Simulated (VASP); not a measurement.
## Re: relaxation of cell and atoms with revPBE

The system is Re.

```
Re
1.0
     0.00000    1.94491    1.94491
     1.94491    0.00000    1.94491
     1.94491    1.94491    0.00000
Re
1
Cartesian
  0.0000 0.0000 0.0000
```

This isn't the form of Re at room conditions, which is hcp.

| Property | Result |
| --- | --- |
| Program | VASP 6.6.1 |
| Task | relaxation of cell and atoms |
| Functional | revPBE |
| Potentials or basis | VASP PAW PBE potentials, release 64 (Re) |
| Cutoff | 500 eV |
| k mesh | 14 × 14 × 14 |
| Occupations | fermi-dirac, width 0.1 eV |
| Spin | no spin polarisation |
| Dipole correction | no |
| Second try | crashed |
| Further INCAR settings | ALGO = All; EDIFF = 1e-07; IBRION = 2; EDIFFG = -0.01; NSW = 80; ISIF = 3 |

```
Relaxed volume                        : 15.09 Å³/atom
Relaxed cell                          : a = 2.774 Å, b = 2.774 Å, c = 2.774 Å, α = 60.00°, β = 60.00°, γ = 60.00°
Space group after relaxing (to 0.1 Å) : Fm-3m (No. 225)
Energy gained by relaxing             : 11.1 meV/atom
Ionic steps                           : 4
Pressure after relaxing               : 0.0 GPa
Band gap on the k mesh                : zero (an odd number of electrons rules out a gap without spin polarisation)
```

The path:
| step | energy change (eV) | largest force (eV/Å) | pressure (GPa) | volume (Å³) |
| --- | --- | --- | --- | --- |
| 1 | 0.0000 | 0.0000 | 9.68 | 14.71 |
| 2 | 0.1461 | 0.0000 | -28.66 | 16.69 |
| 3 | -0.0111 | 0.0000 | -0.41 | 15.11 |
| 4 | -0.0111 | 0.0000 | -0.01 | 15.09 |

Final structure:
```xyz
1
Lattice="0.0000 1.9615 1.9615 1.9615 0.0000 1.9615 1.9615 1.9615 0.0000" Properties=species:S:1:pos:R:3 pbc="T T T"
Re    0.0000    0.0000    0.0000
```

Levels at points of the mesh, in eV from the Fermi level:
| k point | band 1 | band 2 | band 3 | band 4 | band 5 | band 6 | band 7 |
| --- | --- | --- | --- | --- | --- | --- | --- |
| (0.00, 0.00, 0.00) | -9.95 | -1.85 | -1.85 | -1.85 | 1.22 | 1.22 | 13.85 |
| (0.50, 0.00, 0.00) | -6.70 | -2.04 | -2.04 | 0.16 | 3.67 | 3.67 | 9.62 |
| (0.50, 0.50, 0.00) | -6.61 | -5.76 | 2.68 | 3.63 | 4.38 | 4.38 | 12.06 |

Wall time 32 s on 4 MPI ranks on AMD EPYC 7R43 64-Core Processor (Zen 3), on a shared host, peak memory 0.11 GiB a rank.

Caveat: the PAW data sets were made with another functional, which shifts forces and pressure a little; spin-orbit coupling is left out, which moves the levels of the heavy elements.
